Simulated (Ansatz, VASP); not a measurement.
## One calculation of NaI2, two programs

```
Na I
1.0
     3.91874    0.00000    0.00000
    -1.95937    3.39373    0.00000
     0.00000    0.00000   18.21076
Na I
2 4
Cartesian
  0.0000 2.2625 4.5527
  1.9594 1.1312 13.6581
  0.0000 2.2625 11.4060
  1.9594 1.1312 2.3006
  0.0000 2.2625 15.9101
  1.9594 1.1312 6.8047
```

Alike in both runs: functional PBE; k mesh 12 × 12 × 4; occupations gaussian, width 0.1 eV; no spin polarisation.

Ansatz relaxed the structure, and its values are those at the end. VASP's run is a single point on that final structure, the one shown.

|  | VASP | Ansatz |
| --- | --- | --- |
| version | VASP 6.6.1 | Ansatz 0.2.0 |
| potentials or method | VASP PAW PBE potentials, release 64 (Na_pv, I), cutoff 520 eV | scalar-relativistic, plane waves, PAW |
| valence electrons in the cell | 42 | 86 |

|  | VASP | Ansatz | Ansatz less VASP |
| --- | --- | --- | --- |
| gap on the k mesh at the Fermi level (eV) | none | none | - |
| pressure (GPa) | 0.0 | 0.0 | -0.03 |

A gap of «none» marks a metal or a gap that the smearing closes. VASP's potentials hold 42 valence electrons a cell and Ansatz's 86, so a difference there can come from the potentials and not from the codes.

Neither program's run includes spin-orbit coupling.
